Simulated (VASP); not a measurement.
Here is a VASP 6.6.1 calculation.

File INCAR:

```
PREC = Accurate ; ENCUT = 520
EDIFF = 1E-7 ; ISMEAR = 0
SIGMA = 0.05 ; LREAL = F
LASPH = T ; NELM = 60
ALGO = Normal ; ISIF = 2
LWAVE = F ; LCHARG = T
LDIPOL = T ; IDIPOL = 3
DIPOL = 0.5 0.5 0.500 ; GGA = PE
IVDW = 12 ; LELF = T
LVHAR = T ; LVACPOTAV = T
NBANDS = 55
```

File KPOINTS:

```
Automatic mesh
0
Gamma
  9 9 1
```

POSCAR

```
Bi4Se5
1.0
    4.1436099040      0.0000000000      0.0000000000
   -2.0718049520      3.5884714402      0.0000000000
    0.0000000000      0.0000000000     30.1412621691
Bi Se
4 5
Direct
    0.3333333333      0.6666666667      0.2488283323
    0.3333333333      0.6666666667      0.4362253726
    0.0000000000      0.0000000000      0.5637746274
    0.0000000000      0.0000000000      0.7511716677
    0.6666666667      0.3333333333      0.3009938842
    0.0000000000      0.0000000000      0.3840598208
    0.6666666667      0.3333333333      0.5000000000
    0.3333333333      0.6666666667      0.6159401792
    0.6666666667      0.3333333333      0.6990061158
```

Potentials or basis: VASP PAW PBE potentials, release 64 (Bi_d, Se).

Command:

```sh
$ cat potpaw_PBE.64/Bi_d/POTCAR potpaw_PBE.64/Se/POTCAR > POTCAR
$ mpirun -np 1 vasp_std > vasp.out
```

**Question.** Predict the dispersion energy per atom.

**Answer.** -0.347 eV.

**Question.** Estimate the band gap on the k mesh.

**Answer.** Zero (band 45 reaches 2.04 eV, above the bottom of band 46 at 1.46 eV).

Forces in eV/Å, atoms in the order of the input:
```
Bi   0.000  0.000  0.519
Bi   0.000  0.000  0.100
Bi   0.000  0.000 -0.100
Bi   0.000  0.000 -0.519
Se   0.000  0.000 -0.442
Se   0.000  0.000 -0.140
Se   0.000  0.000  0.000
Se   0.000  0.000  0.140
Se   0.000  0.000  0.442
```

Caveat: spin-orbit coupling is left out, which moves the levels of the heavy elements.
